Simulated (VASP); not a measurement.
Here is a VASP 6.6.1 calculation.

The input INCAR:

```
SYSTEM = NbN
  ALGO = Normal
  EDIFF = 1E-6
  ENCUT = 600
  GGA = PE
  GGA_COMPAT = .FALSE.
  ISIF = 2
  ISMEAR = -1
  LASPH = .TRUE.
  LCHARG = .FALSE.
  LREAL = .FALSE.
  LWAVE = .FALSE.
  NBANDS = 16
  NELM = 120
  PREC = Accurate
  SIGMA = 0.08
```

File KPOINTS:

```
k-points
0
G
  13 13 13
  0 0 0
```

POSCAR

```
NbN
1.0
    0.0000000000      2.2375403388      2.2375403388
    2.2375403388      0.0000000000      2.2375403388
    2.2375403388      2.2375403388      0.0000000000
Nb N
1 1
Direct
    0.5000000000      0.5000000000      0.5000000000
    0.0000000000      0.0000000000      0.0000000000
```

Potentials or basis: VASP PAW PBE potentials, release 64 (Nb_sv, N).

The run is started by

```bash
$ cat potpaw_PBE.64/Nb_sv/POTCAR potpaw_PBE.64/N/POTCAR > POTCAR
$ mpirun -np 1 vasp_std > vasp.out
```

Q: Estimate the band gap on the k mesh.

A: Zero (bands 9 and 10 overlap by 3.14 eV).

Q: Predict the pressure.

A: -10.9 GPa.

Caveat: the cell stands under tension.
